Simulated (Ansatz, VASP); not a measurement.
**GaN: VASP beside Ansatz**

```
Ga N
1.0
     3.15181    0.00000    0.00000
    -1.57590    2.72955    0.00000
     0.00000    0.00000    5.13841
Ga N
2 2
Direct
  0.33333 0.66667 0.99930
  0.66667 0.33333 0.49930
  0.33333 0.66667 0.37570
  0.66667 0.33333 0.87570
```

Alike in both runs: functional LDA; k mesh 12 × 12 × 6; no spin polarisation.

Ansatz relaxed the structure, and its values are those at the end. VASP's run is a single point on that final structure, the one shown.

```csv
,VASP,Ansatz
version,VASP 6.6.1,Ansatz 0.2.0
potentials or method,"VASP PAW LDA potentials, release 64 (Ga_d, N_h), cutoff 910 eV","scalar-relativistic, plane waves, PAW"
occupations,"gaussian, width 0.01 eV",fixed
valence electrons in the cell,36,36
```

```tsv
	VASP	Ansatz	Ansatz less VASP
gap on the k mesh at the Fermi level (eV)	2.15	2.13	-0.018
least direct gap on the mesh (eV)	2.15	2.13	-0.018
```

LDA's correlation is that of Perdew and Zunger in VASP and of Perdew and Wang (1992) in Ansatz.

Noted on VASP's run: the cutoff is short for stress, so the pressure is rough.
